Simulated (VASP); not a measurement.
Here is a VASP 6.6.1 calculation.

File POSCAR:

```
Ru
1.0
    0.0000000000      2.7071406685      2.7071406685
    2.7071406685      0.0000000000      2.7071406685
    2.7071406685      2.7071406685      0.0000000000
Ru
2
Direct
    0.1250000000      0.1250000000      0.1250000000
    0.8750000000      0.8750000000      0.8750000000
```

File INCAR.step1:

```
ALGO = Normal
EDIFF = 1E-5
ENCUT = 550
GGA = PE
GGA_COMPAT = False
ISMEAR = -1
LASPH = True
LCHARG = False
LREAL = False
LWAVE = True
NBANDS = 21
NELM = 120
PREC = Accurate
SIGMA = 0.1
```

The input INCAR.step2:

```
ALGO = Normal
EDIFF = 1E-6
ENCUT = 550
GGA_COMPAT = False
ISIF = 2
ISMEAR = -1
ISTART = 1
LASPH = True
LCHARG = False
LMIXTAU = True
LREAL = False
LWAVE = False
METAGGA = R2SCAN
NBANDS = 21
NELM = 120
PREC = Accurate
SIGMA = 0.1
```

The input KPOINTS:

```
k-points
0
Gamma
  5 5 5
```

Potentials or basis: VASP PAW PBE potentials, release 64 (Ru_pv).

Launch:

```sh
$ cat potpaw_PBE.64/Ru_pv/POTCAR > POTCAR
$ cp INCAR.step1 INCAR
$ mpirun -np 1 vasp_std > vasp.out
$ cp INCAR.step2 INCAR
$ mpirun -np 1 vasp_std > vasp.out
```

Predict the pressure.

1.2 GPa.

Estimate the band gap on the k mesh.

zero (bands 14 and 15 overlap by 0.70 eV).

Caveat: the k points lie up to 0.40 Å⁻¹ apart, too coarse for converged energies and pressures of a metal; the PAW data sets were made with another functional, which shifts forces and pressure a little.
